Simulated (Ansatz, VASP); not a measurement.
**Hf2SeS3: VASP beside Ansatz**

```
Hf Se S
1.0
     4.58658    0.00000    0.00000
     0.00000    4.58658    0.00000
     0.00000    0.00000    6.84502
Hf Se S
2 1 3
Cartesian
  2.2933 0.0000 1.4802
  0.0000 2.2933 5.3648
  2.2933 2.2933 3.4225
  0.0000 0.0000 1.8398
  0.0000 0.0000 5.0052
  2.2933 2.2933 0.0000
```

Change from the starting cell: species swapped into the CsLi2I3 type (P-4m2, No. 115).

Alike in both runs: task relaxation of cell and atoms; functional PBE; k mesh 4 × 4 × 4; occupations gaussian, width 0.1 eV; no spin polarisation.

```csv
,VASP,Ansatz
version,VASP 6.6.1,Ansatz 0.2.0
potentials or method,"VASP PAW PBE potentials, release 64 (Hf_pv, Se, S), cutoff 600 eV","scalar-relativistic, plane waves, PAW"
valence electrons in the cell,44,86
```

Ansatz gave:

```
gap on the k mesh at the Fermi level, each at its own relaxed structure (eV) : 0.29
relaxed volume (Å³/atom)                                                     : 23.93
relaxed length of the cell vector where the two differ most in proportion (Å)              : 6.804
```

Task: What did VASP give for the same quantities?

Result: gap on the k mesh at the Fermi level, each at its own relaxed structure (eV): 0.28; relaxed volume (Å³/atom): 23.83; relaxed length of the cell vector where the two differ most in proportion (Å): 6.789.

VASP's potentials hold 44 valence electrons a cell and Ansatz's 86, so a difference there can come from the potentials and not from the codes.

Neither program's run includes spin-orbit coupling.
